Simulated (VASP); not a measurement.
Runs of VASP 6.6.1 on CdH2. The structure is that of space group Fm-3m (No. 225), or close to it. The cells are those of the table. 

| task | cell | k mesh | cutoff (eV) | gap on the mesh (eV) | pressure (GPa) | relaxed volume (Å³/atom) |
| --- | --- | --- | --- | --- | --- | --- |
| single point | a = 4.154 Å, angles 60.0°, 3 atoms | 6 × 6 × 6 | 520 | none | -10.2 | - |
| relaxation of cell and atoms | relaxed from a = 3.607 Å, angles 60.0°, 3 atoms | 16 × 16 × 16 | 600 | none | 0.1 | 11.10 |
| relaxation of cell and atoms | relaxed from a = 4.154 Å, angles 60.0°, 3 atoms | 6 × 6 × 6 | 600 | none | 0.1 | 11.10 |
| single point | a = 3.610 Å, angles 60.0°, 3 atoms | 16 × 16 × 16 | 520 | none | 0.3 | - |
| single point | a = 3.607 Å, angles 60.0°, 3 atoms | 6 × 6 × 6 | 520 | none | (a) | - |

Alike in all rows: level PBE; potentials or basis VASP PAW PBE potentials, release 64 (Cd, H); no spin polarisation; smearing gaussian 0.1 eV.

Question: Estimate the missing entries.

Answer: (a) 0.2.

Caveats: the cell stands under tension (at least some runs); the volume moved by over 15 % at a fixed basis, so the end points are rough (at least some runs).

A k mesh can miss the band edges, and the runs leave out spin-orbit coupling on Cd.

A gap of «none» marks levels without a gap at the run's occupations.
